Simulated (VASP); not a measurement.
A run of VASP 6.6.1:

Contents of INCAR:

```
SYSTEM = Pb
ALGO = Normal
EDIFF = 1E-7
EDIFFG = -0.01
ENCUT = 600
GGA = PS
IBRION = 2
ISIF = 3
ISMEAR = 0
LASPH = .TRUE.
LCHARG = .FALSE.
LREAL = .FALSE.
LWAVE = .FALSE.
NELM = 100
NSW = 80
PREC = Accurate
SIGMA = 0.05
```

Contents of KPOINTS:

```
k-points
0
G
  14 14 14
  0 0 0
```

Contents of POSCAR:

```
Pb
1.0
    0.0000000000      2.4750200000      2.4750200000
    2.4750200000      0.0000000000      2.4750200000
    2.4750200000      2.4750200000      0.0000000000
Pb
1
Direct
    0.0000000000      0.0000000000      0.0000000000
```

Potentials or basis: VASP PAW PBE potentials, release 64 (Pb_d).

The run is started by

```console
$ cat potpaw_PBE.64/Pb_d/POTCAR > POTCAR
$ mpirun -np 1 vasp_std > vasp.out
```

Hardware: 1 thread of Intel Xeon 8259CL (shared host).

Question: How long does it take, and how much memory?

Answer: Wall time 3.7 min on 1 thread of Intel Xeon 8259CL (shared host), peak memory 0.17 GiB. Counts: scf iterations 25, k points 104, ion steps 3.
